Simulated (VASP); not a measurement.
Write the native input for VASP 6.6.1 that does the following.

```yaml
Task: single point
Functional: PBEsol
Potentials_or_basis: VASP PAW PBE potentials, release 64 (Au)
Cutoff: 520 eV
k_mesh: 16 × 16 × 16
Occupations: gaussian, width 0.1 eV
Spin: no spin polarisation
Dipole_correction: no
Further_INCAR_settings: ALGO = Fast; EDIFF = 1e-06; NBANDS = 18
```

The structure of Au lies in POSCAR:

```
Au
1.0
    3.4366755956      0.0000000000      0.0000000000
    0.0000000000      3.4366755956      0.0000000000
    0.0000000000      0.0000000000      3.1254295040
Au
2
Direct
    0.0000000000      0.0000000000      0.0000000000
    0.5000000000      0.5000000000      0.5000000000
```

This cell differs from its parent crystal: biaxial strain in the a-b plane: +6.0 %.

The input as run:

INCAR

```
SYSTEM = Au
  PREC = Accurate
  ENCUT = 520
  EDIFF = 1E-6
  ISMEAR = 0
  SIGMA = 0.1
  LREAL = .FALSE.
  LASPH = .TRUE.
  NELM = 80
  ALGO = Fast
  ISIF = 2
  LWAVE = .FALSE.
  LCHARG = .TRUE.
  GGA = PS
  LELF = .TRUE.
  LVHAR = .TRUE.
  NBANDS = 18
```

KPOINTS

```
regular mesh
0
G
  16 16 16
  0 0 0
```

Potentials or basis: VASP PAW PBE potentials, release 64 (Au).

Command:

```console
$ cat potpaw_PBE.64/Au/POTCAR > POTCAR
$ mpirun -np 1 vasp_std > vasp.out
```

It gave:

```yaml
Pressure: -10.9 GPa
Band_gap_on_the_k_mesh: zero (bands 11 and 12 overlap by 5.16 eV)
```

Caveat: the cell differs from its parent crystal (biaxial strain in the a-b plane: +6.0 %); the cell stands under tension; the PAW data sets were made with another functional, which shifts forces and pressure a little; spin-orbit coupling is left out, which moves the levels of the heavy elements.

Run time: 2.7 min on 1 thread of Intel Xeon 8259CL, on a shared host, peak memory 0.33 GiB.
